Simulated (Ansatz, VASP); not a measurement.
# One calculation of MgO, two programs

```
CELL_PARAMETERS angstrom
0.00000 2.13515 2.13515
2.21522 0.00000 2.13515
2.21522 2.13515 0.00000
ATOMIC_POSITIONS crystal
Mg 0.00000 0.00000 0.00000
O 0.50000 0.50000 0.50000
```

Change from the starting cell: strain +0.0375 x Voigt [1, 0, 0, 0, 0, 0], atoms carried along.

Alike in both runs: task single point; functional r2SCAN; k mesh 10 × 10 × 10; occupations gaussian, width 0.05 eV; no spin polarisation.

|  | VASP | Ansatz |
| --- | --- | --- |
| version | VASP 6.6.1 | Ansatz 0.2.0 |
| potentials or method | VASP PAW PBE potentials, release 64 (Mg_sv, O), cutoff 660 eV | scalar-relativistic, plane waves, PAW |
| valence electrons in the cell | 16 | 16 |

|  | VASP | Ansatz | Ansatz less VASP |
| --- | --- | --- | --- |
| gap on the k mesh at the Fermi level (eV) | 4.85 | 4.82 | -0.033 |
| least direct gap on the mesh (eV) | 4.85 | 4.82 | -0.033 |
| pressure (GPa) | -11.8 | -11.4 | +0.38 |
| traceless stress, the component that is largest in VASP (GPa) | -3.11 | -2.87 | +0.241 |

VASP's potentials were made for PBE, not for r2SCAN. With one functional, cell and mesh, what is left measures potentials, basis and numerics.
